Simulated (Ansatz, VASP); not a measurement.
**Re in VASP and in Ansatz**

```
Re
1.0
     0.01481    1.97500    1.97500
     1.97500    0.01481    1.97500
     1.98981    1.98981    0.00000
Re
1
Direct
  0.00000 0.00000 0.00000
```

Change from the starting cell: strain +0.0150 x Voigt [0, 0, 0, 0, 0, 1], atoms carried along.

Alike in both runs: task single point; functional r2SCAN; k mesh 20 × 20 × 20; occupations gaussian, width 0.15 eV; no spin polarisation.

```csv
,VASP,Ansatz
version,VASP 6.6.1,Ansatz 0.2.0
potentials or method,"VASP PAW PBE potentials, release 64 (Re), cutoff 520 eV","scalar-relativistic, plane waves, PAW"
valence electrons in the cell,7,15
```

```csv
,VASP,Ansatz,Ansatz less VASP
gap on the k mesh at the Fermi level (eV),none,none,-
pressure (GPa),-15.6,-15.3,+0.28
"traceless stress, the component that is largest in VASP (GPa)",-3.14,-3.18,-0.036
```

VASP's potentials were made for PBE, not for r2SCAN. A gap of «none» marks a metal or a gap that the smearing closes. The functional is the same, so the differences come from potentials, cutoffs and numerics. VASP's potentials hold 7 valence electrons a cell and Ansatz's 15, so a difference there can come from the potentials and not from the codes.

Neither program's run includes spin-orbit coupling.
